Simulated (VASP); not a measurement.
Here is a VASP 6.6.1 calculation.

Contents of INCAR:

```
SYSTEM = Si8HC
PREC = Accurate ; ENCUT = 520
EDIFF = 1E-6 ; ISMEAR = 0
SIGMA = 0.05 ; LREAL = .FALSE.
LASPH = .TRUE. ; NELM = 150
ALGO = Normal ; ISIF = 2
LWAVE = .FALSE. ; LCHARG = .TRUE.
ISPIN = 2 ; MAGMOM = 0 0 0 0 0 0 0 0 1 0
LORBIT = 11 ; LDIPOL = .TRUE.
IDIPOL = 3 ; DIPOL = 0.5 0.5 0.396
GGA = PE ; LELF = .TRUE.
LVHAR = .TRUE. ; LVACPOTAV = .TRUE.
NBANDS = 34
```

Contents of KPOINTS:

```
Automatic mesh
0
G
  9 9 1
  0 0 0
```

POSCAR

```
Si8HC
1.0
    3.8510821442      0.0000000000      0.0000000000
   -1.9255410721      3.3351349689      0.0000000000
    0.0000000000      0.0000000000     26.8458746172
Si C H
8 1 1
Direct
    0.6666666667      0.3333333333      0.1489986844
    0.3333333333      0.6666666667      0.1788388461
    0.3333333333      0.6666666667      0.2675398281
    0.6666666667      0.3333333333      0.2973799898
    0.6666666667      0.3333333333      0.3858904280
    0.3333333333      0.6666666667      0.4151444499
    0.3333333333      0.6666666667      0.5054874222
    0.6666666667      0.3333333333      0.5306541441
    0.6666666667      0.3333333333      0.5969773747
    0.6666666667      0.3333333333      0.6373098100
```

Potentials or basis: VASP PAW PBE potentials, release 64 (Si, C, H).

Run with:

```sh
$ cat potpaw_PBE.64/Si/POTCAR potpaw_PBE.64/C/POTCAR potpaw_PBE.64/H/POTCAR > POTCAR
$ mpirun -np 1 vasp_std > vasp.out
```

Question: What does it give for the site moments?

Answer: Si +0.23, +0.02, +0.05, +0.09, -0.04; C +0.80; H -0.01 μB.

Question: What does it give for the net moment?

Answer: 2.86 μB per cell.

Question: Predict the largest force.

Answer: 1.129 eV/Å.

Forces in eV/Å, atoms in the order of the input:
```
Si   0.000  0.000  0.416
Si   0.000  0.000 -0.540
Si   0.000  0.000  0.127
Si   0.000  0.000 -0.076
Si   0.000  0.000 -0.101
Si   0.000  0.000  0.346
Si   0.000  0.000 -1.129
Si   0.000  0.000  0.944
C    0.000  0.000  0.001
H    0.000  0.000  0.011
```
